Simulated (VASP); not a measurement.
# Cu (P6_3/mmc) in VASP: single point with LDA

Aim: the single point of Cu with LDA.

Program: VASP 6.6.1. These are calculated values, not measurements. Logs are shortened: lines on timing, memory, paths and dates and some standing lists are left out, and cuts for length are marked.

### Step 1. The cell of the first run

It takes space group P6_3/mmc (No. 194, hexagonal). Conventional cell: a = 2.478 Å, b = 2.478 Å, c = 4.096 Å, α = 90.00°, β = 90.00°, γ = 120.00°. Within 3.3 Å of Cu (site symmetry -6m2) lie 12 Cu at 2.48 to 2.50 Å.

### Step 2. Single point, LDA, non-collinear spin, typed start, spin-orbit coupling

INCAR reads:

```
PREC     = Accurate       # precision mode
ENCUT    = 520            # plane-wave cutoff, eV
EDIFF    = 1E-7           # SCF threshold, eV
ISMEAR   = 0              # smearing method
SIGMA    = 0.0125         # smearing width, eV
LREAL    = False          # projectors in reciprocal space
LASPH    = True           # aspherical terms in the spheres
NELM     = 150            # most SCF steps
ALGO     = Normal         # electronic algorithm
ISIF     = 2              # what is computed and relaxed
LWAVE    = False          # write WAVECAR
LCHARG   = False          # write CHGCAR
LNONCOLLINEAR= True           # non-collinear magnetism
MAGMOM   = 0 0 1 0 0 1    # initial moments
LORBIT   = 11             # projections on sites
LSORBIT  = True           # spin-orbit coupling
GGA_COMPAT= False        
LORBMOM  = True         
LMAXMIX  = 4              # l up to which the mixer works
NBANDS   = 34             # bands
```

KPOINTS reads:

```
regular mesh
0
Gamma
  9 9 5
```

POSCAR reads:

```
Cu
1.0
    1.2391631512      2.1462935367      0.0000000000
   -1.2391631512      2.1462935367      0.0000000000
    0.0000000000      0.0000000000      4.0957571866
Cu
2
Direct
    0.3333333333      0.3333333333      0.2500000000
    0.6666666667      0.6666666667      0.7500000000
```

Potentials or basis: VASP PAW LDA potentials, release 64 (Cu).

Run with:

```sh
> cat potpaw_LDA.64/Cu/POTCAR > POTCAR
> mpirun -np 1 vasp_ncl > vasp.out
```

OUTCAR:

```text
PREC = Accurate
   ENCUT = 520
   EDIFF = 1E-7
   ISMEAR = 0
   LREAL = False
   LASPH = True
   NELM = 150
   ISIF = 2
   LNONCOLLINEAR = True
   LORBIT = 11
   LSORBIT = True

 ion  position               nearest neighbor table
   1  0.333  0.333  0.250-   2 2.50   2 2.50   2 2.50   2 2.50   2 2.50   2 2.50
   2  0.667  0.667  0.750-   1 2.50   1 2.50   1 2.50   1 2.50   1 2.50   1 2.50

  LATTYP: Found a hexagonal cell.
 ALAT       =     2.4783263024
 C/A-ratio  =     1.6526303186

  Lattice vectors:

 A1 = (   1.2391631512,  -2.1462935367,   0.0000000000)
 A2 = (   1.2391631512,   2.1462935367,   0.0000000000)
 A3 = (   0.0000000000,   0.0000000000,   4.0957571866)

Analysis of symmetry for initial positions (statically):
=====================================================================
 Subroutine PRICEL returns:
 Original cell was already a primitive cell.

 Routine SETGRP: Setting up the symmetry group for a
 hexagonal supercell.

 Subroutine GETGRP returns: Found 24 space group operations
 (whereof 12 operations were pure point group operations)
 out of a pool of 24 trial point group operations.

The static configuration has the point symmetry D_3d.
 The point group associated with its full space group is D_6h.

Analysis of symmetry for dynamics (positions and initial velocities):
=====================================================================
 Subroutine PRICEL returns:
 Original cell was already a primitive cell.

 Routine SETGRP: Setting up the symmetry group for a
 hexagonal supercell.

 Subroutine GETGRP returns: Found 24 space group operations
 (whereof 12 operations were pure point group operations)
 out of a pool of 24 trial point group operations.

The dynamic configuration has the point symmetry D_3d.
 The point group associated with its full space group is D_6h.

Analysis of structural, dynamic, and magnetic symmetry:
=====================================================================
 Subroutine PRICEL returns:
 Original cell was already a primitive cell.

 Routine SETGRP: Setting up the symmetry group for a
 hexagonal supercell.

 Subroutine GETGRP returns: Found 12 space group operations
 (whereof  6 operations were pure point group operations)
 out of a pool of 24 trial point group operations.

The overall configuration has the point symmetry S_6 .
 The point group associated with its full space group is C_6h.

 Subroutine INISYM returns: Found 12 space group operations
 (whereof  6 operations are pure point group operations),
 and found     1 'primitive' translations

----------------------------------------------------------------------------------------

                                     Primitive cell

  volume of cell :      21.7862

  direct lattice vectors                    reciprocal lattice vectors
     1.239163151  2.146293537  0.000000000     0.403498118  0.232959747  0.000000000
    -1.239163151  2.146293537  0.000000000    -0.403498118  0.232959747  0.000000000
     0.000000000  0.000000000  4.095757187     0.000000000  0.000000000  0.244155099

  length of vectors
     2.478326302  2.478326302  4.095757187     0.465919495  0.465919495  0.244155099

  position of ions in fractional coordinates (direct lattice)
     0.333333333  0.333333333  0.250000000
     0.666666667  0.666666667  0.750000000

  ion indices of the primitive-cell ions
   primitive index   ion index
                 1           1
                 2           2

----------------------------------------------------------------------------------------

 KPOINTS: regular mesh

Automatic generation of k-mesh.
 Grid dimensions read from file:
 generate k-points for:    9    9    5

 Generating k-lattice:

[... 93 lines left out ...]
  energy-cutoff  :      520.00
  volume of cell :       21.79
 maximum number of plane-waves:      1200
   NGX =  9   NGY =  9   NGZ = 15

 number of electron      21.9999946 magnetization      -0.0000000     -0.0000000     -0.0007870

 number of electron      21.9999946 magnetization       0.0000000      0.0000000      0.0004050

 number of electron      21.9999946 magnetization       0.0000000     -0.0000000      0.0002802

 number of electron      21.9999946 magnetization      -0.0000000     -0.0000000      0.0000773

 Free energy of the ion-electron system (eV)
  ---------------------------------------------------
  ext. energy  EPLUGINS =         0.00000000
  ---------------------------------------------------
  free energy    TOTEN  =        -9.45405499 eV

  energy without entropy =       -9.45397469  energy(sigma->0) =       -9.45401484

 E-fermi :   8.3985     XC(G=0): -13.5807

 val. band max:        8.3862922121   @ k =   0.2222   0.1111   0.2000
 cond. band min:       8.5376855492   @ k =   0.1111  -0.0000   0.0000
 fundamental gap:      0.1513933371
 Fermi energy:         8.3984955890

 k-point     1 :       0.0000    0.0000    0.0000
  band No.  band energies     occupation
      1      -1.5843      1.00000
      2      -1.5843      1.00000
      3       2.7715      1.00000
      4       2.7715      1.00000
      5       4.9885      1.00000
      6       4.9886      1.00000
[... 877 lines left out ...]
     33      25.7842      0.00000
     34      25.8795      0.00000

 [... further k-points ...]
[... 5 lines left out ...]
  --------------------------------------------------------------------------------------
  -------------------------------------------------------------------------------------
  Total        0.1100264      0.1100264      0.1006678      0.0000000      0.0000000      0.0000000
  in kB        8.0914340      8.0914340      7.4032002      0.0000035      0.0000000      0.0000000
  external PRESSURE =       7.8620227 kB  Pullay stress =       0.0000000 kB

 VOLUME and BASIS-vectors are now :
 -----------------------------------------------------------------------------
  energy-cutoff  :      520.00
  volume of cell :       21.79
      direct lattice vectors                 reciprocal lattice vectors
     1.239163151  2.146293537  0.000000000     0.403498118  0.232959747  0.000000000
    -1.239163151  2.146293537  0.000000000    -0.403498118  0.232959747  0.000000000
     0.000000000  0.000000000  4.095757187     0.000000000  0.000000000  0.244155099

 POSITION                                       TOTAL-FORCE (eV/Angst)
 -----------------------------------------------------------------------------------
      0.00000      1.43086      1.02394         0.000000      0.000000      0.000000
      0.00000      2.86172      3.07182         0.000000     -0.000000      0.000000
 -----------------------------------------------------------------------------------
    total drift:                               -0.000000     -0.000000     -0.000000

  FREE ENERGIE OF THE ION-ELECTRON SYSTEM (eV)
  ---------------------------------------------------
  free  energy   TOTEN  =        -9.4540549921 eV

  energy  without entropy=       -9.4539746897  energy(sigma->0) =       -9.45401484

 orbital moment (x)

 # of ion     p       d       tot
 ----------------------------------------
  1        -0.000  -0.000  -0.000
  2         0.000  -0.000  -0.000
 ----------------------------------------
           -0.000  -0.000  -0.000

 orbital moment (y)

 # of ion     p       d       tot
 ----------------------------------------
  1         0.000  -0.000  -0.000
  2         0.000  -0.000   0.000
 ----------------------------------------
            0.000  -0.000  -0.000

 orbital moment (z)

 # of ion     p       d       tot
 ----------------------------------------
  1         0.000   0.000   0.000
  2         0.000   0.000   0.000
 ----------------------------------------
            0.000   0.000   0.000

 Spin-Orbit-Coupling matrix elements

 Ion:    1  E_soc:     -0.0133219
 l=   1
     0.0000000    -0.0004046    -0.0004120
    -0.0004046     0.0000000    -0.0004046
    -0.0004120    -0.0004046     0.0000000
 l=   2
     0.0000000    -0.0003592     0.0000000    -0.0003592    -0.0014601
    -0.0003592     0.0000000    -0.0010932    -0.0003563    -0.0003592
     0.0000000    -0.0010932     0.0000000    -0.0010932     0.0000000
    -0.0003592    -0.0003563    -0.0010932     0.0000000    -0.0003592
    -0.0014601    -0.0003592     0.0000000    -0.0003592     0.0000000
 l=   3
     0.0000000     0.0000000     0.0000000     0.0000000     0.0000000     0.0000000     0.0000000
     0.0000000     0.0000000     0.0000000     0.0000000     0.0000000     0.0000000     0.0000000
     0.0000000     0.0000000     0.0000000     0.0000000     0.0000000     0.0000000     0.0000000
     0.0000000     0.0000000     0.0000000     0.0000000     0.0000000     0.0000000     0.0000000
     0.0000000     0.0000000     0.0000000     0.0000000     0.0000000     0.0000000     0.0000000
     0.0000000     0.0000000     0.0000000     0.0000000     0.0000000     0.0000000     0.0000000
     0.0000000     0.0000000     0.0000000     0.0000000     0.0000000     0.0000000     0.0000000

 Ion:    2  E_soc:     -0.0133219
 l=   1
     0.0000000    -0.0004046    -0.0004120
    -0.0004046     0.0000000    -0.0004046
    -0.0004120    -0.0004046     0.0000000
 l=   2
     0.0000000    -0.0003592     0.0000000    -0.0003592    -0.0014601
    -0.0003592     0.0000000    -0.0010932    -0.0003563    -0.0003592
     0.0000000    -0.0010932     0.0000000    -0.0010932     0.0000000
    -0.0003592    -0.0003563    -0.0010932     0.0000000    -0.0003592
    -0.0014601    -0.0003592     0.0000000    -0.0003592     0.0000000
 l=   3
     0.0000000     0.0000000     0.0000000     0.0000000     0.0000000     0.0000000     0.0000000
     0.0000000     0.0000000     0.0000000     0.0000000     0.0000000     0.0000000     0.0000000
     0.0000000     0.0000000     0.0000000     0.0000000     0.0000000     0.0000000     0.0000000
     0.0000000     0.0000000     0.0000000     0.0000000     0.0000000     0.0000000     0.0000000
     0.0000000     0.0000000     0.0000000     0.0000000     0.0000000     0.0000000     0.0000000
     0.0000000     0.0000000     0.0000000     0.0000000     0.0000000     0.0000000     0.0000000
     0.0000000     0.0000000     0.0000000     0.0000000     0.0000000     0.0000000     0.0000000

 total charge

# of ion       s       p       d       tot
------------------------------------------
    1        0.481   0.442   9.189  10.112
    2        0.481   0.442   9.189  10.112
--------------------------------------------------
tot          0.962   0.884  18.379  20.225

 magnetization (x)

# of ion       s       p       d       tot
------------------------------------------
    1        0.000   0.000   0.000   0.000
    2        0.000   0.000  -0.000  -0.000
--------------------------------------------------
tot          0.000   0.000   0.000   0.000

 magnetization (y)

# of ion       s       p       d       tot
------------------------------------------
    1        0.000  -0.000   0.000   0.000
    2        0.000  -0.000   0.000   0.000
--------------------------------------------------
tot          0.000  -0.000   0.000   0.000

 magnetization (z)

# of ion       s       p       d       tot
------------------------------------------
    1       -0.000   0.000   0.000   0.000
    2       -0.000   0.000   0.000   0.000
--------------------------------------------------
tot         -0.000   0.000   0.000   0.000
```

Wall time 40 s (1 thread of AMD EPYC 7R13 (Zen 3), shared host); peak memory 0.15 GiB.

Results:

* Free energy: -9.4541 eV
* Pressure: 0.8 GPa
* Net moment: 0.00 μB per cell
* Valence electrons inside the program's atomic spheres: Cu 10.11

Moments on the atoms (μB; x, y, z):
```
Cu  0.00 0.00 0.00
Cu  0.00 0.00 0.00
```
